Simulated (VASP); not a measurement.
# O (Fm-3m) in VASP: a series of runs

O is run at these levels: PBE; tasks: single point.

Everything below comes from runs of VASP 6.6.1. Logs are shortened: lines on timing, memory, paths and dates and some standing lists are left out, and cuts for length are marked.

## Step 1: The cell of the first run

Symmetry: Fm-3m, No. 225, cubic system. Conventional cell: a = 2.822 Å, b = 2.822 Å, c = 2.822 Å, α = 90.00°, β = 90.00°, γ = 90.00°. O (site symmetry m-3m) has 12 O at 2.00 Å within 2.6 Å.

## Step 2: Single point, PBE (volume scaled by 0.7)

Input file INCAR:

```
PREC = Accurate
ENCUT = 520
EDIFF = 1E-6
ISMEAR = -1
SIGMA = 0.1
LREAL = False
LASPH = True
NELM = 60
ALGO = Normal
ISIF = 2
LWAVE = False
LCHARG = False
GGA = PE
NBANDS = 9
```

Input file KPOINTS:

```
regular mesh
0
Gamma
  20 20 20
```

Input file POSCAR:

```
O
1.0
    0.0000000000      1.4108815884      1.4108815884
    1.4108815884      0.0000000000      1.4108815884
    1.4108815884      1.4108815884      0.0000000000
O
1
Direct
    0.0000000000      0.0000000000      0.0000000000
```

Potentials or basis: VASP PAW PBE potentials, release 64 (O).

The run is started by

```
> cat potpaw_PBE.64/O/POTCAR > POTCAR
> mpirun -np 1 vasp_std > vasp.out
```

OUTCAR:

```text
PREC = Accurate
   ENCUT = 520
   EDIFF = 1E-6
   ISMEAR = -1
   LREAL = False
   LASPH = True
   NELM = 60
   ISIF = 2
   GGA = PE

 ion  position               nearest neighbor table
   1  0.000  0.000  0.000-

  LATTYP: Found a face centered cubic cell.
 ALAT       =     2.8217631768

  Lattice vectors:

 A1 = (   0.0000000000,   1.4108815884,   1.4108815884)
 A2 = (   1.4108815884,   0.0000000000,   1.4108815884)
 A3 = (   1.4108815884,   1.4108815884,   0.0000000000)

Analysis of symmetry for initial positions (statically):
=====================================================================
 Subroutine PRICEL returns:
 Original cell was already a primitive cell.

 Routine SETGRP: Setting up the symmetry group for a
 face centered cubic supercell.

 Subroutine GETGRP returns: Found 48 space group operations
 (whereof 48 operations were pure point group operations)
 out of a pool of 48 trial point group operations.

The static configuration has the point symmetry O_h .

Analysis of symmetry for dynamics (positions and initial velocities):
=====================================================================
 Subroutine PRICEL returns:
 Original cell was already a primitive cell.

 Routine SETGRP: Setting up the symmetry group for a
 face centered cubic supercell.

 Subroutine GETGRP returns: Found 48 space group operations
 (whereof 48 operations were pure point group operations)
 out of a pool of 48 trial point group operations.

The dynamic configuration has the point symmetry O_h .

 Subroutine INISYM returns: Found 48 space group operations
 (whereof 48 operations are pure point group operations),
 and found     1 'primitive' translations

----------------------------------------------------------------------------------------

                                     Primitive cell

  volume of cell :       5.6170

  direct lattice vectors                    reciprocal lattice vectors
     0.000000000  1.410881588  1.410881588    -0.354388351  0.354388351  0.354388351
     1.410881588  0.000000000  1.410881588     0.354388351 -0.354388351  0.354388351
     1.410881588  1.410881588  0.000000000     0.354388351  0.354388351 -0.354388351

  length of vectors
     1.995287877  1.995287877  1.995287877     0.613818630  0.613818630  0.613818630

  position of ions in fractional coordinates (direct lattice)
     0.000000000  0.000000000  0.000000000

  ion indices of the primitive-cell ions
[... 66 lines left out ...]
   ISTART =      0    job   : 0-new  1-cont  2-samecut
   ICHARG =      2    charge: 1-file 2-atom 10-const
   ISPIN  =      1    spin polarized calculation?
   LNONCOLLINEAR =      F non collinear calculations
   LSORBIT =      F    spin-orbit coupling
   LASPH  =      T    aspherical Exc in radial PAW
   ENCUT  =  520.0 eV  38.22 Ry    6.18 a.u.   3.71  3.71  3.71*2*pi/ulx,y,z
   NELM   =     60;   NELMIN=  2; NELMDL= -5     # of ELM steps
   EDIFF  = 0.1E-05   stopping-criterion for ELM
   LREAL  =      F    real-space projection
   EDIFFG = 0.1E-04   stopping-criterion for IOM
   NSW    =      0    number of steps for IOM
   IBRION =     -1    ionic relax: 0-MD 1-quasi-New 2-CG
   NFREE  =      0    steps in history (QN), initial steepest desc. (CG)
   ISIF   =      2    stress and relaxation
   ISYM   =      2    0-nonsym 1-usesym 2-fastsym
   POTIM  = 0.5000    time-step for ionic-motion
   TEBEG  =    0.0;   TEEND  =   0.0 temperature during run
   PSTRESS=    0.0 pullay stress
   NELECT =       6.0000    total number of electrons
   NUPDOWN=      -1.0000    fix difference up-down
   EMIN   =  10.00;   EMAX   =-10.00  energy-range for DOS
   EFERMI =   0.00;   METHOD = LEGACY
   ISMEAR =    -1;   SIGMA  =   0.10  broadening in eV -4-tet -1-fermi 0-gaus
   EFERMI_NEDOS =   21; number of points for ismear=-14 and -15
   IALGO  =     38    algorithm
   IMIX   =      4    mixing-type and parameters
     AMIX     =   0.40;   BMIX     =  1.00
     AMIX_MAG =   1.60;   BMIX_MAG =  1.00
  volume/ion in A,a.u.               =       5.62        37.91
  Fermi-wavevector in a.u.,A,eV,Ry     =   1.673496  3.162449 38.104326  2.800589
  Thomas-Fermi vector in A             =   2.758457
   LORBIT       =      0    0 simple, 1 ext, 2 COOP (PROOUT), +10 PAW based schemes
   GGA     = PE    functional components
[... 5 lines left out ...]
 non-spin polarized calculation
  energy-cutoff  :      520.00
  volume of cell :        5.62
 maximum number of plane-waves:       169
   NGX =  7   NGY =  7   NGZ =  7

 number of electron       6.0000004 magnetization

 Free energy of the ion-electron system (eV)
  ---------------------------------------------------
  ext. energy  EPLUGINS =         0.00000000
  ---------------------------------------------------
  free energy    TOTEN  =        -1.69882937 eV

  energy without entropy =       -1.67303146  energy(sigma->0) =       -1.68593042

 E-fermi :   7.0841     XC(G=0): -14.1925

 val. band max:        7.0732535535   @ k =   0.4000   0.2000   0.0500
 cond. band min:       7.1117927204   @ k =  -0.4000   0.1500   0.0500
 fundamental gap:      0.0385391669
 Fermi energy:         7.0840965762

 k-point     1 :       0.0000    0.0000    0.0000
  band No.  band energies     occupation
      1     -18.6522      2.00000
      2      10.1056      0.00000
      3      10.1057      0.00000
      4      10.1057      0.00000
      5      32.9362      0.00000
      6      46.3223      0.00000
      7      46.3223      0.00000
      8      46.3223      0.00000
      9      52.0586      0.00000
[... 265 lines left out ...]
 k-point    24 :      -0.3500    0.0500    0.0000
  band No.  band energies     occupation
      1     -13.3302      2.00000
      2      -0.2350      2.00000
      3       8.6078      0.00000
      4       9.1202      0.00000
      5      33.8626      0.00000
      6      37.5969      0.00000
      7      43.5876      0.00000
      8      44.3709      0.00000
      9      53.0232      0.00000

 [... further k-points ...]
[... 5 lines left out ...]
  --------------------------------------------------------------------------------------
  -------------------------------------------------------------------------------------
  Total        3.9190807      3.9190807      3.9190807     -0.0000000      0.0000000     -0.0000000
  in kB     1117.8746058   1117.8746058   1117.8746058     -0.0000000      0.0000000     -0.0000000
  external PRESSURE =    1117.8746058 kB  Pullay stress =       0.0000000 kB

 VOLUME and BASIS-vectors are now :
 -----------------------------------------------------------------------------
  energy-cutoff  :      520.00
  volume of cell :        5.62
      direct lattice vectors                 reciprocal lattice vectors
     0.000000000  1.410881588  1.410881588    -0.354388351  0.354388351  0.354388351
     1.410881588  0.000000000  1.410881588     0.354388351 -0.354388351  0.354388351
     1.410881588  1.410881588  0.000000000     0.354388351  0.354388351 -0.354388351

 POSITION                                       TOTAL-FORCE (eV/Angst)
 -----------------------------------------------------------------------------------
      0.00000      0.00000      0.00000         0.000000      0.000000     -0.000000
 -----------------------------------------------------------------------------------
    total drift:                                0.000000     -0.000000     -0.000000

  FREE ENERGIE OF THE ION-ELECTRON SYSTEM (eV)
  ---------------------------------------------------
  free  energy   TOTEN  =        -1.6988293723 eV

  energy  without entropy=       -1.6730314646  energy(sigma->0) =       -1.68593042
```

OSZICAR:

```text
N       E                     dE             d eps       ncg     rms          rms(c)
DAV:   1     0.594684567716E+01    0.59468E+01   -0.38545E+03  5308   0.669E+02
DAV:   2    -0.164997779088E+01   -0.75968E+01   -0.70491E+01  5257   0.864E+01
DAV:   3    -0.170663164709E+01   -0.56654E-01   -0.56345E-01  4957   0.556E+00
DAV:   4    -0.170665416802E+01   -0.22521E-04   -0.22520E-04  4926   0.139E-01
DAV:   5    -0.170665417618E+01   -0.81603E-08   -0.86810E-08  4889   0.253E-03    0.870E-01
DAV:   6    -0.169892316452E+01    0.77310E-02   -0.16087E-02  4725   0.105E+00    0.397E-01
DAV:   7    -0.169859991371E+01    0.32325E-03   -0.75582E-03  4695   0.756E-01    0.957E-02
DAV:   8    -0.169882981626E+01   -0.22990E-03   -0.19534E-04  4730   0.133E-01    0.714E-03
DAV:   9    -0.169882937234E+01    0.44392E-06   -0.70248E-07  4923   0.874E-03
   1 F= -.16988294E+01 E0= -.16859304E+01  d E =-.257979E-01
```

Wall time 7.7 s (1 thread of Intel Xeon 8259CL, shared host); peak memory 0.12 GiB.

What came out:

```
Free energy            : -1.6988 eV
Pressure               : 111.8 GPa
Band gap on the k mesh : zero (band 3 reaches 10.11 eV, above the bottom of band 4 at 4.34 eV)
```

## Step 3: Single point, PBE (volume scaled by 0.8)

Input file INCAR:

```
SYSTEM = O
PREC = Accurate
ENCUT = 520
EDIFF = 1E-6
ISMEAR = -1
SIGMA = 0.1
LREAL = .False.
LASPH = .True.
NELM = 60
ALGO = Normal
ISIF = 2
LWAVE = .False.
LCHARG = .True.
GGA = PE
LELF = .True.
LVHAR = .True.
NBANDS = 9
```

Input file KPOINTS:

```
Automatic mesh
0
Gamma
  20 20 20
  0 0 0
```

Input file POSCAR:

```
O
1.0
    0.0000000000      1.4750991579      1.4750991579
    1.4750991579      0.0000000000      1.4750991579
    1.4750991579      1.4750991579      0.0000000000
O
1
Direct
    0.0000000000      0.0000000000      0.0000000000
```

Potentials or basis: VASP PAW PBE potentials, release 64 (O).

The run is started by

```
> cat potpaw_PBE.64/O/POTCAR > POTCAR
> mpirun -np 1 vasp_std > vasp.out
```

OUTCAR:

```text
SYSTEM = O
   PREC = Accurate
   ENCUT = 520
   EDIFF = 1E-6
   ISMEAR = -1
   LREAL = .False.
   LASPH = .True.
   NELM = 60
   ISIF = 2
   GGA = PE

 ion  position               nearest neighbor table
   1  0.000  0.000  0.000-

  LATTYP: Found a face centered cubic cell.
 ALAT       =     2.9501983158

  Lattice vectors:

 A1 = (   0.0000000000,   1.4750991579,   1.4750991579)
 A2 = (   1.4750991579,   0.0000000000,   1.4750991579)
 A3 = (   1.4750991579,   1.4750991579,   0.0000000000)

Analysis of symmetry for initial positions (statically):
=====================================================================
 Subroutine PRICEL returns:
 Original cell was already a primitive cell.

 Routine SETGRP: Setting up the symmetry group for a
 face centered cubic supercell.

 Subroutine GETGRP returns: Found 48 space group operations
 (whereof 48 operations were pure point group operations)
 out of a pool of 48 trial point group operations.

The static configuration has the point symmetry O_h .

Analysis of symmetry for dynamics (positions and initial velocities):
=====================================================================
 Subroutine PRICEL returns:
 Original cell was already a primitive cell.

 Routine SETGRP: Setting up the symmetry group for a
 face centered cubic supercell.

 Subroutine GETGRP returns: Found 48 space group operations
 (whereof 48 operations were pure point group operations)
 out of a pool of 48 trial point group operations.

The dynamic configuration has the point symmetry O_h .

 Subroutine INISYM returns: Found 48 space group operations
 (whereof 48 operations are pure point group operations),
 and found     1 'primitive' translations

----------------------------------------------------------------------------------------

                                     Primitive cell

  volume of cell :       6.4194

  direct lattice vectors                    reciprocal lattice vectors
     0.000000000  1.475099158  1.475099158    -0.338960264  0.338960264  0.338960264
     1.475099158  0.000000000  1.475099158     0.338960264 -0.338960264  0.338960264
     1.475099158  1.475099158  0.000000000     0.338960264  0.338960264 -0.338960264

  length of vectors
     2.086105235  2.086105235  2.086105235     0.587096399  0.587096399  0.587096399

  position of ions in fractional coordinates (direct lattice)
     0.000000000  0.000000000  0.000000000

  ion indices of the primitive-cell ions
   primitive index   ion index
                 1           1

----------------------------------------------------------------------------------------

 KPOINTS: Automatic mesh

Automatic generation of k-mesh.
 Grid dimensions read from file:
 generate k-points for:   20   20   20

 Generating k-lattice:

  Cartesian coordinates                     Fractional coordinates (reciprocal lattice)
    -0.016948013  0.016948013  0.016948013     0.050000000  0.000000000  0.000000000
     0.016948013 -0.016948013  0.016948013     0.000000000  0.050000000  0.000000000
     0.016948013  0.016948013 -0.016948013     0.000000000  0.000000000  0.050000000

  Length of vectors
     0.029354820  0.029354820  0.029354820

  Shift w.r.t. Gamma in fractional coordinates (k-lattice)
     0.000000000  0.000000000  0.000000000

 Subroutine IBZKPT returns following result:
 ===========================================

 Found    256 irreducible k-points:

 Following reciprocal coordinates:
            Coordinates               Weight
  0.000000  0.000000  0.000000      1.000000
  0.050000  0.000000  0.000000      8.000000
  0.100000  0.000000  0.000000      8.000000
  0.150000  0.000000  0.000000      8.000000
  0.200000  0.000000  0.000000      8.000000
  0.250000  0.000000  0.000000      8.000000
[... 16 lines left out ...]
 -0.400000  0.050000  0.000000     24.000000
 -0.350000  0.050000  0.000000     24.000000
 [... further k-points ...]
   k-points           NKPTS =    256   k-points in BZ     NKDIM =    256   number of bands    NBANDS=      9
   number of dos      NEDOS =    301   number of ions     NIONS =      1
   total plane-waves  NPLWV =   4096
   dimension x,y,z NGX =    16 NGY =   16 NGZ =   16
   dimension x,y,z NGXF=    32 NGYF=   32 NGZF=   32
   ions per type =               1
   NGX,Y,Z   is equivalent  to a cutoff of  12.75, 12.75, 12.75 a.u.
   NGXF,Y,Z  is equivalent  to a cutoff of  25.50, 25.50, 25.50 a.u.
 SYSTEM =  O
   PREC   = accura    normal or accurate (medium, high low for compatibility)
   ISTART =      0    job   : 0-new  1-cont  2-samecut
   ICHARG =      2    charge: 1-file 2-atom 10-const
   ISPIN  =      1    spin polarized calculation?
   LNONCOLLINEAR =      F non collinear calculations
   LSORBIT =      F    spin-orbit coupling
   LASPH  =      T    aspherical Exc in radial PAW
   ENCUT  =  520.0 eV  38.22 Ry    6.18 a.u.   3.88  3.88  3.88*2*pi/ulx,y,z
   NELM   =     60;   NELMIN=  2; NELMDL= -5     # of ELM steps
   EDIFF  = 0.1E-05   stopping-criterion for ELM
   LREAL  =      F    real-space projection
   EDIFFG = 0.1E-04   stopping-criterion for IOM
   NSW    =      0    number of steps for IOM
   IBRION =     -1    ionic relax: 0-MD 1-quasi-New 2-CG
   NFREE  =      0    steps in history (QN), initial steepest desc. (CG)
   ISIF   =      2    stress and relaxation
   ISYM   =      2    0-nonsym 1-usesym 2-fastsym
   POTIM  = 0.5000    time-step for ionic-motion
   TEBEG  =    0.0;   TEEND  =   0.0 temperature during run
   PSTRESS=    0.0 pullay stress
   NELECT =       6.0000    total number of electrons
   NUPDOWN=      -1.0000    fix difference up-down
   EMIN   =  10.00;   EMAX   =-10.00  energy-range for DOS
   EFERMI =   0.00;   METHOD = LEGACY
   ISMEAR =    -1;   SIGMA  =   0.10  broadening in eV -4-tet -1-fermi 0-gaus
   EFERMI_NEDOS =   21; number of points for ismear=-14 and -15
   IALGO  =     38    algorithm
   IMIX   =      4    mixing-type and parameters
     AMIX     =   0.40;   BMIX     =  1.00
     AMIX_MAG =   1.60;   BMIX_MAG =  1.00
  volume/ion in A,a.u.               =       6.42        43.32
  Fermi-wavevector in a.u.,A,eV,Ry     =   1.600641  3.024774 34.858844  2.562053
  Thomas-Fermi vector in A             =   2.697745
   LORBIT       =      0    0 simple, 1 ext, 2 COOP (PROOUT), +10 PAW based schemes
   GGA     = PE    functional components
[... 5 lines left out ...]
 non-spin polarized calculation
  energy-cutoff  :      520.00
  volume of cell :        6.42
 maximum number of plane-waves:       190
   NGX =  7   NGY =  7   NGZ =  7

 number of electron       5.9999998 magnetization

 Free energy of the ion-electron system (eV)
  ---------------------------------------------------
  ext. energy  EPLUGINS =         0.00000000
  ---------------------------------------------------
  free energy    TOTEN  =        -2.09547554 eV

  energy without entropy =       -2.06419042  energy(sigma->0) =       -2.07983298

 E-fermi :   4.9249     XC(G=0): -13.3678

 val. band max:        4.9150367868   @ k =  -0.4000   0.1500   0.0500
 cond. band min:       4.9256567041   @ k =  -0.3500   0.3000   0.1000
 fundamental gap:      0.0106199173
 Fermi energy:         4.9248920457

 k-point     1 :       0.0000    0.0000    0.0000
  band No.  band energies     occupation
      1     -18.8181      2.00000
      2       7.4347      0.00000
      3       7.4347      0.00000
      4       7.4347      0.00000
      5      27.4998      0.00000
      6      42.3070      0.00000
      7      42.3070      0.00000
      8      42.3070      0.00000
      9      47.6343      0.00000

 k-point     2 :       0.0500    0.0000    0.0000
  band No.  band energies     occupation
      1     -18.7253      2.00000
      2       7.1870      0.00000
      3       7.4059      0.00000
      4       7.4059      0.00000
      5      27.6282      0.00000
      6      41.0877      0.00000
      7      42.4199      0.00000
      8      42.4199      0.00000
      9      49.0481      0.00000
[... 253 lines left out ...]
 k-point    24 :      -0.3500    0.0500    0.0000
  band No.  band energies     occupation
      1     -14.3296      2.00000
      2      -1.4622      2.00000
      3       6.1876      0.00001
      4       6.6126      0.00000
      5      29.6249      0.00000
      6      33.2112      0.00000
      7      39.6256      0.00000
      8      40.5323      0.00000
      9      48.2878      0.00000

 [... further k-points ...]
[... 5 lines left out ...]
  --------------------------------------------------------------------------------------
  -------------------------------------------------------------------------------------
  Total        2.0545069      2.0545069      2.0545069      0.0000000      0.0000000     -0.0000000
  in kB      512.7722951    512.7722951    512.7722951      0.0000000      0.0000000     -0.0000000
  external PRESSURE =     512.7722951 kB  Pullay stress =       0.0000000 kB

 VOLUME and BASIS-vectors are now :
 -----------------------------------------------------------------------------
  energy-cutoff  :      520.00
  volume of cell :        6.42
      direct lattice vectors                 reciprocal lattice vectors
     0.000000000  1.475099158  1.475099158    -0.338960264  0.338960264  0.338960264
     1.475099158  0.000000000  1.475099158     0.338960264 -0.338960264  0.338960264
     1.475099158  1.475099158  0.000000000     0.338960264  0.338960264 -0.338960264

 POSITION                                       TOTAL-FORCE (eV/Angst)
 -----------------------------------------------------------------------------------
      0.00000      0.00000      0.00000        -0.000000     -0.000000     -0.000000
 -----------------------------------------------------------------------------------
    total drift:                                0.000000      0.000000      0.000000

  FREE ENERGIE OF THE ION-ELECTRON SYSTEM (eV)
  ---------------------------------------------------
  free  energy   TOTEN  =        -2.0954755363 eV

  energy  without entropy=       -2.0641904244  energy(sigma->0) =       -2.07983298
```

It took 9.4 s on 1 thread of Intel Xeon 8259CL, shared host; peak memory 0.12 GiB.

Results:

```yaml
Free_energy: -2.0955 eV
Pressure: 51.3 GPa
Band_gap_on_the_k_mesh: zero (band 3 reaches 7.43 eV, above the bottom of band 4 at 2.73 eV)
```

(Part 1 of 2 ends here.)
